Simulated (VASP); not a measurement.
# Hf3H8 (P6/mmm) in VASP: a series of runs, part 3 of 3

VASP 6.6.1.

### Step 4. Relaxation of cell and atoms, PBE

INCAR reads:

```
PREC     = Accurate       # precision mode
ENCUT    = 600            # plane-wave cutoff, eV
EDIFF    = 1E-6           # SCF threshold, eV
ISMEAR   = 0              # smearing method
SIGMA    = 0.1            # smearing width, eV
LREAL    = False          # projectors in reciprocal space
LASPH    = True           # aspherical terms in the spheres
NELM     = 100            # most SCF steps
ALGO     = Fast           # electronic algorithm
ISIF     = 3              # what is computed and relaxed
LWAVE    = False          # write WAVECAR
LCHARG   = False          # write CHGCAR
GGA      = PE             # functional
IBRION   = 2              # ionic algorithm
NSW      = 90             # ionic steps
EDIFFG   = -0.04          # ionic threshold
```

KPOINTS reads:

```
Automatic mesh
0
Gamma
  6 6 2
```

POSCAR reads:

```
Hf3H8
1.0
    3.7225183700      0.0000000000      0.0000000000
   -1.8612591800      3.2237954700      0.0000000000
    0.0000000000      0.0000000000      8.6035261900
Hf H
3 8
Direct
    0.0000000000      0.0000000000      0.8239229200
    0.0000000000      0.0000000000      0.1760770800
    0.0000000000      0.0000000000      0.5000000000
    0.5000000000      0.0000000000      0.5000000000
    0.0000000000      0.5000000000      0.5000000000
    0.5000000000      0.5000000000      0.5000000000
    0.5000000000      0.0000000000      0.0000000000
    0.0000000000      0.5000000000      0.0000000000
    0.5000000000      0.5000000000      0.0000000000
    0.3333333300      0.6666666700      0.5000000000
    0.6666666700      0.3333333300      0.5000000000
```

Potentials or basis: VASP PAW PBE potentials, release 64 (Hf_pv, H).

Run with:

```sh
> cat potpaw_PBE.64/Hf_pv/POTCAR potpaw_PBE.64/H/POTCAR > POTCAR
> mpirun -np 1 vasp_std > vasp.out
```

OUTCAR:

```text
PREC = Accurate
   ENCUT = 600
   EDIFF = 1E-6
   ISMEAR = 0
   LREAL = False
   LASPH = True
   NELM = 100
   ISIF = 3
   GGA = PE
   IBRION = 2
   NSW = 90
   EDIFFG = -0.04

 ion  position               nearest neighbor table
   1  0.000  0.000  0.824-   3 2.79   2 3.03
   2  0.000  0.000  0.176-   3 2.79   1 3.03
   3  0.000  0.000  0.500-   5 1.86   5 1.86   6 1.86   6 1.86   4 1.86   4 1.86  11 2.15  10 2.15
                            10 2.15  11 2.15  10 2.15  11 2.15   1 2.79   2 2.79
   4  0.500  0.000  0.500-   3 1.86   3 1.86
   5  0.000  0.500  0.500-   3 1.86   3 1.86
   6  0.500  0.500  0.500-   3 1.86   3 1.86
   7  0.500  0.000  0.000-
   8  0.000  0.500  0.000-
   9  0.500  0.500  0.000-
  10  0.333  0.667  0.500-   3 2.15   3 2.15   3 2.15
  11  0.667  0.333  0.500-   3 2.15   3 2.15   3 2.15

  LATTYP: Found a hexagonal cell.
 ALAT       =     3.7225183700
 C/A-ratio  =     2.3112112110

  Lattice vectors:

 A1 = (   3.7225183700,   0.0000000000,   0.0000000000)
 A2 = (  -1.8612591800,   3.2237954700,   0.0000000000)
 A3 = (   0.0000000000,   0.0000000000,   8.6035261900)

Analysis of symmetry for initial positions (statically):
=====================================================================
 Subroutine PRICEL returns:
 Original cell was already a primitive cell.

 Routine SETGRP: Setting up the symmetry group for a
 hexagonal supercell.

 Subroutine GETGRP returns: Found 24 space group operations
 (whereof 24 operations were pure point group operations)
 out of a pool of 24 trial point group operations.

The static configuration has the point symmetry D_6h.

Analysis of symmetry for dynamics (positions and initial velocities):
=====================================================================
 Subroutine PRICEL returns:
 Original cell was already a primitive cell.

 Routine SETGRP: Setting up the symmetry group for a
 hexagonal supercell.

 Subroutine GETGRP returns: Found 24 space group operations
 (whereof 24 operations were pure point group operations)
 out of a pool of 24 trial point group operations.

The dynamic configuration has the point symmetry D_6h.

 Subroutine INISYM returns: Found 24 space group operations
 (whereof 24 operations are pure point group operations),
 and found     1 'primitive' translations

----------------------------------------------------------------------------------------

                                     Primitive cell

  volume of cell :     103.2478

  direct lattice vectors                    reciprocal lattice vectors
     3.722518370  0.000000000  0.000000000     0.268635343  0.155096688  0.000000000
    -1.861259180  3.223795470  0.000000000     0.000000000  0.310193376  0.000000000
     0.000000000  0.000000000  8.603526190     0.000000000  0.000000000  0.116231412

  length of vectors
     3.722518370  3.722518364  8.603526190     0.310193375  0.310193376  0.116231412

  position of ions in fractional coordinates (direct lattice)
     0.000000000  0.000000000  0.823922920
     0.000000000  0.000000000  0.176077080
     0.000000000  0.000000000  0.500000000
     0.500000000  0.000000000  0.500000000
[... 35 lines left out ...]
     0.000000000  0.000000000  0.058115706     0.000000000  0.000000000  0.500000000

  Length of vectors
     0.051698896  0.051698896  0.058115706

  Shift w.r.t. Gamma in fractional coordinates (k-lattice)
     0.000000000  0.000000000  0.000000000

 Subroutine IBZKPT returns following result:
 ===========================================

 Found     14 irreducible k-points:

 Following reciprocal coordinates:
            Coordinates               Weight
  0.000000  0.000000  0.000000      1.000000
  0.166667 -0.000000  0.000000      6.000000
  0.333333  0.000000  0.000000      6.000000
  0.500000 -0.000000  0.000000      3.000000
  0.166667  0.166667  0.000000      6.000000
  0.333333  0.166667  0.000000     12.000000
  0.333333  0.333333  0.000000      2.000000
  0.000000  0.000000  0.500000      1.000000
  0.166667 -0.000000  0.500000      6.000000
  0.333333  0.000000  0.500000      6.000000
  0.500000 -0.000000  0.500000      3.000000
  0.166667  0.166667  0.500000      6.000000
  0.333333  0.166667  0.500000     12.000000
  0.333333  0.333333  0.500000      2.000000
   k-points           NKPTS =     14   k-points in BZ     NKDIM =     14   number of bands    NBANDS=     25
   number of dos      NEDOS =    301   number of ions     NIONS =     11
   total plane-waves  NPLWV =  63000
   dimension x,y,z NGX =    30 NGY =   30 NGZ =   70
   dimension x,y,z NGXF=    60 NGYF=   60 NGZF=  140
   ions per type =               3   8
   NGX,Y,Z   is equivalent  to a cutoff of  13.40, 13.40, 13.53 a.u.
   NGXF,Y,Z  is equivalent  to a cutoff of  26.80, 26.80, 27.05 a.u.
 SYSTEM =  unknown system
   PREC   = accura    normal or accurate (medium, high low for compatibility)
   ISTART =      0    job   : 0-new  1-cont  2-samecut
   ICHARG =      2    charge: 1-file 2-atom 10-const
   ISPIN  =      1    spin polarized calculation?
   LNONCOLLINEAR =      F non collinear calculations
   LSORBIT =      F    spin-orbit coupling
   LASPH  =      T    aspherical Exc in radial PAW
   ENCUT  =  600.0 eV  44.10 Ry    6.64 a.u.   7.43  7.43 17.18*2*pi/ulx,y,z
   NELM   =    100;   NELMIN=  2; NELMDL= -5     # of ELM steps
   EDIFF  = 0.1E-05   stopping-criterion for ELM
   LREAL  =      F    real-space projection
   EDIFFG = -.4E-01   stopping-criterion for IOM
   NSW    =     90    number of steps for IOM
   IBRION =      2    ionic relax: 0-MD 1-quasi-New 2-CG
   NFREE  =      1    steps in history (QN), initial steepest desc. (CG)
   ISIF   =      3    stress and relaxation
   ISYM   =      2    0-nonsym 1-usesym 2-fastsym
   POTIM  = 0.5000    time-step for ionic-motion
   TEBEG  =    0.0;   TEEND  =   0.0 temperature during run
   PSTRESS=    0.0 pullay stress
   NELECT =      38.0000    total number of electrons
   NUPDOWN=      -1.0000    fix difference up-down
   EMIN   =  10.00;   EMAX   =-10.00  energy-range for DOS
   EFERMI =   0.00;   METHOD = LEGACY
   ISMEAR =     0;   SIGMA  =   0.10  broadening in eV -4-tet -1-fermi 0-gaus
   EFERMI_NEDOS =   21; number of points for ismear=-14 and -15
   IALGO  =     68    algorithm
   IMIX   =      4    mixing-type and parameters
     AMIX     =   0.40;   BMIX     =  1.00
     AMIX_MAG =   1.60;   BMIX_MAG =  1.00
  volume/ion in A,a.u.               =       9.39        63.34
  Fermi-wavevector in a.u.,A,eV,Ry     =   1.173210  2.217045 18.727354  1.376422
  Thomas-Fermi vector in A             =   2.309627
   LORBIT       =      0    0 simple, 1 ext, 2 COOP (PROOUT), +10 PAW based schemes
   GGA     = PE    functional components
   LHFCALC =     F    Hartree Fock is set to
   AEXX    =    0.0000 exact exchange contribution
   IVDW    =     0    specifies the selected vdW correction
   LEPSILON=     F    determine dielectric tensor
   LRPA    =     F    only Hartree local field effects (RPA)
 conjugate gradient relaxation of ions
 non-spin polarized calculation
 RMM-DIIS sequential band-by-band and
 Gauss-broadening in eV      SIGMA  =   0.10
  energy-cutoff  :      600.00
  volume of cell :      103.25
 maximum number of plane-waves:      3478
 NGX is ok and might be reduce to    30
   NGX = 15   NGY = 15   NGZ = 35

--------------------------------------- Ionic step        1  -------------------------------------------

 number of electron      37.9999991 magnetization

 Free energy of the ion-electron system (eV)
  ---------------------------------------------------
  ext. energy  EPLUGINS =         0.00000000
  ---------------------------------------------------
  free energy    TOTEN  =       -49.21412463 eV

  energy without entropy =      -49.20834835  energy(sigma->0) =      -49.21123649

------------------------ aborting loop because EDIFF is reached ----------------------------------------

  FORCE on cell =-STRESS in cart. coord.  units (eV):
  Direction    XX          YY          ZZ          XY          YZ          ZX
  --------------------------------------------------------------------------------------
  -------------------------------------------------------------------------------------
  Total        4.1022838      4.1022838     -2.0428239      0.0000000     -0.0000000      0.0000000
  in kB       63.6583639     63.6583637    -31.7001051      0.0000001     -0.0000000      0.0000000
  external PRESSURE =      31.8722075 kB  Pullay stress =       0.0000000 kB
[... 347 lines left out ...]
--------------------------------------- Ionic step        9  -------------------------------------------

 number of electron      38.0000005 magnetization

 Free energy of the ion-electron system (eV)
  ---------------------------------------------------
  ext. energy  EPLUGINS =         0.00000000
  ---------------------------------------------------
  free energy    TOTEN  =       -49.98749432 eV

  energy without entropy =      -49.94509845  energy(sigma->0) =      -49.96629639

 E-fermi :   3.2877     XC(G=0): -10.0793

 val. band max:        3.2659461129   @ k =   0.3333   0.1667   0.5000
 cond. band min:       3.3006883192   @ k =   0.3333   0.1667   0.0000
 fundamental gap:      0.0347422064
 Fermi energy:         3.2877458011

 k-point     1 :       0.0000    0.0000    0.0000
  band No.  band energies     occupation
      1     -28.3350      2.00000
      2     -28.3255      2.00000
      3     -28.3255      2.00000
      4     -28.0541      2.00000
      5     -28.0541      2.00000
      6     -27.9282      2.00000
[... 419 lines left out ...]
  FREE ENERGIE OF THE ION-ELECTRON SYSTEM (eV)
  ---------------------------------------------------
  free  energy   TOTEN  =       -49.9874943243 eV

  energy  without entropy=      -49.9450984509  energy(sigma->0) =      -49.96629639

 reached required accuracy - stopping structural energy minimisation
```

It took 9.3 min on 1 thread of Oxide Virtual Turin-like, shared host; peak memory 0.23 GiB.

What came out:

* Free energy: -49.9875 eV
* Relaxed volume: 9.98 Å³/atom
* Relaxed cell: a = 3.845 Å, b = 3.845 Å, c = 8.573 Å, α = 90.00°, β = 90.00°, γ = 120.00°
* Space group after relaxing (to 0.1 Å): P6/mmm (No. 191)
* Energy gained by relaxing: 70.3 meV/atom
* Ionic steps: 9
* Pressure after relaxing: 0.0 GPa
* Largest force after relaxing: 0.010 eV/Å
* Band gap on the k mesh: zero (bands 19 and 20 overlap by 0.88 eV)

Forces on the atoms (eV/Å):
```
Hf   0.000  0.000  0.010
Hf   0.000  0.000 -0.010
Hf   0.000  0.000  0.000
H    0.000  0.000  0.000
H    0.000  0.000  0.000
H    0.000  0.000  0.000
H    0.000  0.000  0.000
H    0.000  0.000  0.000
H    0.000  0.000  0.000
H    0.000  0.000  0.000
H    0.000  0.000  0.000
```

The path:
```
step  energy change (eV)  largest force (eV/Å)  pressure (GPa)  volume (Å³)
   1              0.0000                3.2850            3.19       103.25
   2             -0.7348                0.3865            2.15       106.04
   3             -0.7486                0.0530            2.21       106.39
   4             -0.7416                0.5683            2.55       107.09
   5             -0.7512                0.1276            2.35       106.61
   6             -0.7714                0.0791            0.39       108.98
   7             -0.7719                0.1188            0.02       109.46
   8             -0.7731                0.0459           -0.05       109.67
   9             -0.7734                0.0096           -0.02       109.78
```

Final structure:
```
Hf H
1.0
     3.84523    0.00000    0.00000
    -1.92262    3.33007    0.00000
     0.00000    0.00000    8.57304
Hf H
3 8
Direct
  0.00000 0.00000 0.84687
  0.00000 0.00000 0.15313
  0.00000 0.00000 0.50000
  0.50000 0.00000 0.50000
  0.00000 0.50000 0.50000
  0.50000 0.50000 0.50000
  0.50000 0.00000 0.00000
  0.00000 0.50000 0.00000
  0.50000 0.50000 0.00000
  0.33333 0.66667 0.50000
  0.66667 0.33333 0.50000
```

Levels at points of the mesh, in eV from the Fermi level:
| k point | band 16 | band 17 | band 18 | band 19 | band 20 | band 21 | band 22 | band 23 |
| --- | --- | --- | --- | --- | --- | --- | --- | --- |
| (0.00, 0.00, 0.00) | -2.42 | -1.93 | -1.93 | -0.44 | 0.24 | 0.40 | 0.40 | 1.26 |
| (0.50, 0.00, 0.00) | -2.12 | -2.01 | -0.98 | 0.15 | 0.36 | 0.60 | 1.20 | 1.41 |
| (0.00, 0.00, 0.50) | -1.95 | -1.94 | -1.94 | -0.78 | -0.51 | 0.05 | 0.05 | 1.47 |
| (0.50, 0.00, 0.50) | -2.08 | -1.49 | -0.90 | -0.25 | 0.50 | 0.57 | 0.79 | 1.42 |

Caveat: the k points lie up to 0.37 Å⁻¹ apart in the final cell, too coarse for converged energies and pressures of a metal; spin-orbit coupling is left out, which moves the levels of the heavy elements.

### Step 5. The runs side by side

```csv
task,cell,cutoff (eV),gap on the mesh (eV),pressure (GPa),largest force (eV/Å)
single point,"a = 3.723, b = 3.723, c = 8.604 Å, angles 90.0, 90.0, 120.0°, 11 atoms, atomic positions A",520,none,3.1,3.29
single point,"a = 3.848, b = 3.848, c = 8.595 Å, angles 90.0, 90.0, 120.0°, 11 atoms, atomic positions B",520,none,-0.6,0.11
relaxation of cell and atoms,"relaxed from a = 3.723, b = 3.723, c = 8.604 Å, angles 90.0, 90.0, 120.0°, 11 atoms, atomic positions A",600,none,0.0,0.01
```

Alike in all rows: level PBE; potentials or basis VASP PAW PBE potentials, release 64 (Hf_pv, H); no spin polarisation; k mesh 6 × 6 × 2; smearing gaussian 0.1 eV.

Caveats: all runs use coarse meshes; spin-orbit coupling is left out, which moves the levels of the heavy elements; forces of over 1 eV/Å act on the atoms, so gaps and moduli don't describe the material at rest (at least some runs).

Absolute energies hang on the potentials; compare differences alone.

The gap in the log of VASP goes by the Fermi energy; the results here count the filled bands.